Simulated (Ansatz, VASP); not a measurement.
**Cu: VASP beside Ansatz**

```
Cu
1.0
     2.48758    0.00000    0.00000
     1.24379    2.15430    0.00000
     0.00000    0.00000   28.18658
Cu
7
Direct
  0.00000 0.00000 0.28435
  0.33333 0.33333 0.35574
  0.66667 0.66667 0.42777
  0.00000 0.00000 0.50000
  0.33333 0.33333 0.57223
  0.66667 0.66667 0.64426
  0.00000 0.00000 0.71565
```

Alike in both runs: functional LDA; k mesh 15 × 15 × 1; no spin polarisation.

Ansatz relaxed the structure, and its values are those at the end. VASP's run is a single point on that final structure, the one shown.

|  | VASP | Ansatz |
| --- | --- | --- |
| version | VASP 6.6.1 | Ansatz 0.2.0 |
| potentials or method | VASP PAW LDA potentials, release 64 (Cu) | plane-wave PAW, scalar-relativistic |
| plane-wave cutoff (eV) | 520 | 420 |
| occupations | methfessel-paxton of order 1, width 0.1 eV | cold, width 0.1 eV |
| valence electrons in the cell | 77 | 133 |

|  | VASP | Ansatz | Ansatz less VASP |
| --- | --- | --- | --- |
| rms of the force components (eV/Å) | 0.011 | 0.001 | -0.0105 |

Ansatz warns that its potentials were made for another functional, while VASP's fit it. LDA's correlation is that of Perdew and Zunger in VASP and of Perdew and Wang (1992) in Ansatz. VASP's potentials hold 77 valence electrons a cell and Ansatz's 133, so a difference there can come from the potentials and not from the codes.
